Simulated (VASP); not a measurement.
# Si (P6_222) in VASP: further runs

The runs below take Si through single point, relaxation of cell and atoms, with PBE.

Program: VASP 6.6.1. These are calculated values, not measurements. Logs are shortened: lines on timing, memory, paths and dates and some standing lists are left out, and cuts for length are marked.

## (1) The cell of the first run

Symmetry: P6_222, No. 180, hexagonal system. The conventional cell has a = 4.145 Å, b = 4.145 Å, c = 7.197 Å, α = 90.00°, β = 90.00°, γ = 120.00°. Si (site symmetry 2) has 9 Si at 2.39 to 3.17 Å within 3.2 Å.

The cell was built from a structure type or drawn by symmetry, and may not be a known phase.

## (2) Single point, PBE

Contents of INCAR:

```
  PREC = Accurate
  ENCUT = 520
  EDIFF = 1E-6
  ISMEAR = 0
  SIGMA = 0.1
  LREAL = False
  LASPH = True
  NELM = 100
  ALGO = Normal
  ISIF = 2
  LWAVE = False
  LCHARG = False
  GGA = PE
  NBANDS = 21
```

Contents of KPOINTS:

```
regular mesh
0
Gamma
  12 12 6
```

Contents of POSCAR:

```
Si
1.0
    4.1447936891      0.0000000000      0.0000000000
   -2.0723968445      3.5894966282      0.0000000000
    0.0000000000      0.0000000000      7.1973333360
Si
6
Direct
    0.1664087519      0.8335912481      0.8333333333
    0.1664087519      0.3328175037      0.5000000000
    0.6671824963      0.8335912481      0.1666666667
    0.8335912481      0.1664087519      0.8333333333
    0.8335912481      0.6671824963      0.5000000000
    0.3328175037      0.1664087519      0.1666666667
```

Potentials or basis: VASP PAW PBE potentials, release 64 (Si).

The run is started by

```sh
cat potpaw_PBE.64/Si/POTCAR > POTCAR
mpirun -np 1 vasp_std > vasp.out
```

OUTCAR:

```text
PREC = Accurate
   ENCUT = 520
   EDIFF = 1E-6
   ISMEAR = 0
   LREAL = False
   LASPH = True
   NELM = 100
   ISIF = 2
   GGA = PE

 ion  position               nearest neighbor table
   1  0.166  0.834  0.833-   4 2.39   4 2.39   4 2.39   5 2.68   6 2.68
   2  0.166  0.333  0.500-   5 2.39   5 2.39   5 2.39   6 2.68   4 2.68
   3  0.667  0.834  0.167-   6 2.39   6 2.39   6 2.39   5 2.68   4 2.68
   4  0.834  0.166  0.833-   1 2.39   1 2.39   1 2.39   2 2.68   3 2.68
   5  0.834  0.667  0.500-   2 2.39   2 2.39   2 2.39   3 2.68   1 2.68
   6  0.333  0.166  0.167-   3 2.39   3 2.39   3 2.39   2 2.68   1 2.68

  LATTYP: Found a hexagonal cell.
 ALAT       =     4.1447936891
 C/A-ratio  =     1.7364756550

  Lattice vectors:

 A1 = (   4.1447936891,   0.0000000000,   0.0000000000)
 A2 = (  -2.0723968445,   3.5894966282,   0.0000000000)
 A3 = (   0.0000000000,   0.0000000000,   7.1973333360)

Analysis of symmetry for initial positions (statically):
=====================================================================
 Subroutine PRICEL returns:
 Original cell was already a primitive cell.

 Routine SETGRP: Setting up the symmetry group for a
 hexagonal supercell.

 Subroutine GETGRP returns: Found 12 space group operations
 (whereof  4 operations were pure point group operations)
 out of a pool of 24 trial point group operations.

The static configuration has the point symmetry D_2 .
 The point group associated with its full space group is D_6 .

Analysis of symmetry for dynamics (positions and initial velocities):
=====================================================================
 Subroutine PRICEL returns:
 Original cell was already a primitive cell.

 Routine SETGRP: Setting up the symmetry group for a
 hexagonal supercell.

 Subroutine GETGRP returns: Found 12 space group operations
 (whereof  4 operations were pure point group operations)
 out of a pool of 24 trial point group operations.

The dynamic configuration has the point symmetry D_2 .
 The point group associated with its full space group is D_6 .

 Subroutine INISYM returns: Found 12 space group operations
 (whereof  4 operations are pure point group operations),
 and found     1 'primitive' translations

----------------------------------------------------------------------------------------

                                     Primitive cell

  volume of cell :     107.0799

  direct lattice vectors                    reciprocal lattice vectors
     4.144793689  0.000000000  0.000000000     0.241266532  0.139295297  0.000000000
    -2.072396845  3.589496628  0.000000000     0.000000000  0.278590595  0.000000000
     0.000000000  0.000000000  7.197333336     0.000000000  0.000000000  0.138940348

  length of vectors
     4.144793689  4.144793689  7.197333336     0.278590595  0.278590595  0.138940348

  position of ions in fractional coordinates (direct lattice)
     0.166408752  0.833591248  0.833333333
     0.166408752  0.332817504  0.500000000
     0.667182496  0.833591248  0.166666667
     0.833591248  0.166408752  0.833333333
     0.833591248  0.667182496  0.500000000
     0.332817504  0.166408752  0.166666667

  ion indices of the primitive-cell ions
   primitive index   ion index
                 1           1
                 2           2
                 3           3
                 4           4
                 5           5
                 6           6

----------------------------------------------------------------------------------------

 KPOINTS: regular mesh

Automatic generation of k-mesh.
 Grid dimensions read from file:
 generate k-points for:   12   12    6

 Generating k-lattice:

  Cartesian coordinates                     Fractional coordinates (reciprocal lattice)
     0.020105544  0.011607941  0.000000000     0.083333333  0.000000000  0.000000000
     0.000000000  0.023215883  0.000000000     0.000000000  0.083333333  0.000000000
     0.000000000  0.000000000  0.023156725     0.000000000  0.000000000  0.166666667

  Length of vectors
     0.023215883  0.023215883  0.023156725

  Shift w.r.t. Gamma in fractional coordinates (k-lattice)
     0.000000000  0.000000000  0.000000000

 Subroutine IBZKPT returns following result:
 ===========================================

 Found     76 irreducible k-points:

 Following reciprocal coordinates:
            Coordinates               Weight
  0.000000  0.000000  0.000000      1.000000
  0.083333 -0.000000  0.000000      6.000000
  0.166667 -0.000000  0.000000      6.000000
  0.250000 -0.000000  0.000000      6.000000
  0.333333 -0.000000  0.000000      6.000000
  0.416667  0.000000  0.000000      6.000000
[... 16 lines left out ...]
  0.250000 -0.000000  0.166667     12.000000
  0.333333 -0.000000  0.166667     12.000000
 [... further k-points ...]
   k-points           NKPTS =     76   k-points in BZ     NKDIM =     76   number of bands    NBANDS=     21
   number of dos      NEDOS =    301   number of ions     NIONS =      6
   total plane-waves  NPLWV =  55296
   dimension x,y,z NGX =    32 NGY =   32 NGZ =   54
   dimension x,y,z NGXF=    64 NGYF=   64 NGZF=  108
   ions per type =               6
   NGX,Y,Z   is equivalent  to a cutoff of  12.84, 12.84, 12.47 a.u.
   NGXF,Y,Z  is equivalent  to a cutoff of  25.67, 25.67, 24.95 a.u.
 SYSTEM =  unknown system
   PREC   = accura    normal or accurate (medium, high low for compatibility)
   ISTART =      0    job   : 0-new  1-cont  2-samecut
   ICHARG =      2    charge: 1-file 2-atom 10-const
   ISPIN  =      1    spin polarized calculation?
   LNONCOLLINEAR =      F non collinear calculations
   LSORBIT =      F    spin-orbit coupling
   LASPH  =      T    aspherical Exc in radial PAW
   ENCUT  =  520.0 eV  38.22 Ry    6.18 a.u.   7.71  7.71 13.38*2*pi/ulx,y,z
   NELM   =    100;   NELMIN=  2; NELMDL= -5     # of ELM steps
   EDIFF  = 0.1E-05   stopping-criterion for ELM
   LREAL  =      F    real-space projection
   EDIFFG = 0.1E-04   stopping-criterion for IOM
   NSW    =      0    number of steps for IOM
   IBRION =     -1    ionic relax: 0-MD 1-quasi-New 2-CG
   NFREE  =      0    steps in history (QN), initial steepest desc. (CG)
   ISIF   =      2    stress and relaxation
   ISYM   =      2    0-nonsym 1-usesym 2-fastsym
   POTIM  = 0.5000    time-step for ionic-motion
   TEBEG  =    0.0;   TEEND  =   0.0 temperature during run
   PSTRESS=    0.0 pullay stress
   NELECT =      24.0000    total number of electrons
   NUPDOWN=      -1.0000    fix difference up-down
   EMIN   =  10.00;   EMAX   =-10.00  energy-range for DOS
   EFERMI =   0.00;   METHOD = LEGACY
   ISMEAR =     0;   SIGMA  =   0.10  broadening in eV -4-tet -1-fermi 0-gaus
   EFERMI_NEDOS =   21; number of points for ismear=-14 and -15
   IALGO  =     38    algorithm
   IMIX   =      4    mixing-type and parameters
     AMIX     =   0.40;   BMIX     =  1.00
     AMIX_MAG =   1.60;   BMIX_MAG =  1.00
  volume/ion in A,a.u.               =      17.85       120.44
  Fermi-wavevector in a.u.,A,eV,Ry     =   0.994434  1.879207 13.454782  0.988899
  Thomas-Fermi vector in A             =   2.126385
   LORBIT       =      0    0 simple, 1 ext, 2 COOP (PROOUT), +10 PAW based schemes
   GGA     = PE    functional components
   LHFCALC =     F    Hartree Fock is set to
   AEXX    =    0.0000 exact exchange contribution
   IVDW    =     0    specifies the selected vdW correction
   LEPSILON=     F    determine dielectric tensor
   LRPA    =     F    only Hartree local field effects (RPA)
 non-spin polarized calculation
 Gauss-broadening in eV      SIGMA  =   0.10
  energy-cutoff  :      520.00
  volume of cell :      107.08
 maximum number of plane-waves:      2907
 NGX is ok and might be reduce to    32
   NGX = 15   NGY = 15   NGZ = 27

 number of electron      24.0000001 magnetization

 Free energy of the ion-electron system (eV)
  ---------------------------------------------------
  ext. energy  EPLUGINS =         0.00000000
  ---------------------------------------------------
  free energy    TOTEN  =       -29.55852518 eV

  energy without entropy =      -29.54977428  energy(sigma->0) =      -29.55414973

 E-fermi :   7.4039     XC(G=0): -10.1047

 val. band max:        7.3528935288   @ k =   0.1667  -0.0000   0.1667
 cond. band min:       7.4077160098   @ k =   0.3333   0.2500   0.1667
 fundamental gap:      0.0548224810
 Fermi energy:         7.4038729502

 k-point     1 :       0.0000    0.0000    0.0000
  band No.  band energies     occupation
      1      -5.6223      2.00000
      2      -3.0024      2.00000
      3      -3.0024      2.00000
      4       3.7864      2.00000
      5       4.4590      2.00000
      6       4.4590      2.00000
[... 13 lines left out ...]
     20       9.9845      0.00000
     21      12.0152      0.00000

 k-point     2 :       0.0833   -0.0000    0.0000
  band No.  band energies     occupation
      1      -5.5505      2.00000
      2      -2.9395      2.00000
      3      -2.9330      2.00000
      4       3.0365      2.00000
      5       3.9366      2.00000
      6       4.0736      2.00000
[... 13 lines left out ...]
     20      10.1615      0.00000
     21      12.4108      0.00000

 k-point     3 :       0.1667   -0.0000    0.0000
  band No.  band energies     occupation
      1      -5.3358      2.00000
      2      -2.7567      2.00000
      3      -2.7257      2.00000
      4       1.7896      2.00000
      5       3.0487      2.00000
      6       3.4712      2.00000
[... 13 lines left out ...]
     20      10.7495      0.00000
     21      12.9391      0.00000
[... 457 lines left out ...]
 k-point    23 :       0.2500   -0.0000    0.1667
  band No.  band energies     occupation
      1      -4.9097      2.00000
      2      -3.1918      2.00000
      3      -1.5779      2.00000
      4       0.6706      2.00000
      5       1.7994      2.00000
      6       2.8640      2.00000
[... 13 lines left out ...]
     20      11.6949      0.00000
     21      12.5878      0.00000

 k-point    24 :       0.3333   -0.0000    0.1667
  band No.  band energies     occupation
      1      -4.4299      2.00000
      2      -2.7803      2.00000
      3      -1.3599      2.00000
      4      -0.1750      2.00000
      5       0.8127      2.00000
      6       2.0896      2.00000
[... 13 lines left out ...]
     20      12.2393      0.00000
     21      12.8591      0.00000

 [... further k-points ...]

------------------------ aborting loop because EDIFF is reached ----------------------------------------

  FORCE on cell =-STRESS in cart. coord.  units (eV):
  Direction    XX          YY          ZZ          XY          YZ          ZX
  --------------------------------------------------------------------------------------
  -------------------------------------------------------------------------------------
  Total       -0.0614479     -0.0614479      0.0210051     -0.0000000      0.0000000     -0.0000000
  in kB       -0.9194103     -0.9194103      0.3142872     -0.0000000      0.0000000     -0.0000000
  external PRESSURE =      -0.5081778 kB  Pullay stress =       0.0000000 kB

 VOLUME and BASIS-vectors are now :
 -----------------------------------------------------------------------------
  energy-cutoff  :      520.00
  volume of cell :      107.08
      direct lattice vectors                 reciprocal lattice vectors
     4.144793689  0.000000000  0.000000000     0.241266532  0.139295297  0.000000000
    -2.072396845  3.589496628  0.000000000     0.000000000  0.278590595  0.000000000
     0.000000000  0.000000000  7.197333336     0.000000000  0.000000000  0.138940348

 POSITION                                       TOTAL-FORCE (eV/Angst)
 -----------------------------------------------------------------------------------
     -1.03780      2.99217      5.99778        -0.000198      0.000114     -0.000000
      0.00000      1.19465      3.59867        -0.000000     -0.000228      0.000000
      1.03780      2.99217      1.19956         0.000198      0.000114     -0.000000
      3.11020      0.59732      5.99778         0.000198     -0.000114      0.000000
      2.07240      2.39485      3.59867         0.000000      0.000228      0.000000
      1.03459      0.59732      1.19956        -0.000198     -0.000114     -0.000000
 -----------------------------------------------------------------------------------
    total drift:                               -0.000000      0.000000      0.000000

  FREE ENERGIE OF THE ION-ELECTRON SYSTEM (eV)
  ---------------------------------------------------
  free  energy   TOTEN  =       -29.5585251775 eV

  energy  without entropy=      -29.5497742764  energy(sigma->0) =      -29.55414973
```

Run time: 3.6 min. Hardware: 1 thread of Intel Xeon 8259CL, shared host; peak memory 0.28 GiB.

Results:

- Free energy: -29.5585 eV
- Pressure: -0.1 GPa
- Band gap on the k mesh: zero (bands 12 and 13 overlap by 1.66 eV)

(Continued in part 2 of 2.)
